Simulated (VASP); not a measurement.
Crystal: Ge3Pd.

```
CELL_PARAMETERS angstrom
4.16945 0.00000 0.00000
0.00000 4.16945 0.00000
0.00000 0.00000 4.16945
ATOMIC_POSITIONS crystal
Pd 0.00000 0.00000 0.00000
Ge 0.50000 0.50000 0.00000
Ge 0.50000 0.00000 0.50000
Ge 0.00000 0.50000 0.50000
```

Base run:

- Program: VASP 6.6.1
- Functional: PBE
- Potentials or basis: VASP PAW PBE potentials, release 64 (Pd, Ge_d)
- Cutoff: 520 eV
- k mesh: 7 × 7 × 7
- Occupations: fermi-dirac, width 0.05 eV
- Spin: no spin polarisation

Its results: band gap on the k mesh zero (band 26 reaches 7.40 eV, above the bottom of band 27 at 5.91 eV); pressure -1.7 GPa.

The run is repeated on the same cell with these changes: functional from PBE to PBEsol. What comes out?

Band gap on the k mesh zero (band 26 reaches 7.24 eV, above the bottom of band 27 at 5.75 eV); pressure -6.2 GPa.

PBEsol binds more tightly than PBE, so the same cell stands under less pressure.

Caveats: the PAW data sets were made with another functional, which shifts forces and pressure a little (some runs).
